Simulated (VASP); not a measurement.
A run of VASP 6.6.1 is set up as follows.

The input INCAR:

```
SYSTEM = Co
  PREC = Accurate
  ENCUT = 520
  EDIFF = 1E-7
  ISMEAR = -1
  SIGMA = 0.05
  LREAL = .FALSE.
  LASPH = .TRUE.
  NELM = 150
  ALGO = Normal
  ISIF = 2
  LWAVE = .FALSE.
  LCHARG = .TRUE.
  ISPIN = 2
  MAGMOM = 1.868
  LORBIT = 11
  LMAXMIX = 4
  GGA = RE
  LELF = .TRUE.
  LVHAR = .TRUE.
  NBANDS = 14
```

Contents of KPOINTS:

```
regular mesh
0
G
  17 17 17
  0 0 0
```

Contents of POSCAR:

```
Co
1.0
   -1.4345748961      1.4345748961      1.4345748961
    1.4345748961     -1.4345748961      1.4345748961
    1.4345748961      1.4345748961     -1.4345748961
Co
1
Direct
    0.0000000000      0.0000000000      0.0000000000
```

Potentials or basis: VASP PAW PBE potentials, release 64 (Co).

Command:

```bash
$ cat potpaw_PBE.64/Co/POTCAR > POTCAR
$ mpirun -np 1 vasp_std > vasp.out
```

Q: What does it give for the site moments?

A: Co +1.80 μB.

Q: Predict the net moment.

A: 1.77 μB per cell.

Q: Predict the pressure.

A: -7.7 GPa.

Caveat: the PAW data sets were made with another functional, which shifts forces and pressure a little.
